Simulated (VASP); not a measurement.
Crystal: BaS.

```xyz
2
Lattice="0.0000 3.5194 3.5194 3.5194 0.0000 3.5194 3.5194 3.5194 0.0000" Properties=species:S:1:pos:R:3 pbc="T T T"
Ba    0.0000    0.0000    0.0000
S     1.7597    1.7597    1.7597
```

Program: VASP 6.6.1. Alike in all runs: task single point; no spin polarisation; cell as given; cutoff (eV) 520; smearing gaussian 0.01 eV. Hardware: 1 thread of Intel(R) Xeon(R) 6975P-C (Granite Rapids), with other jobs on the host.

Question: Order these runs on this cell by their wall time, lowest first.
A. level r2SCAN; potentials or basis VASP PAW PBE potentials, release 64 (Ba_sv, S); k mesh 4 × 4 × 4
B. level LDA; potentials or basis VASP PAW LDA potentials, release 64 (Ba_sv, S); k mesh 4 × 4 × 4
C. level PBE; potentials or basis VASP PAW PBE potentials, release 64 (Ba_sv, S); k mesh 6 × 6 × 6

Answer: B (9.1 s), C (21 s), A (55 s).
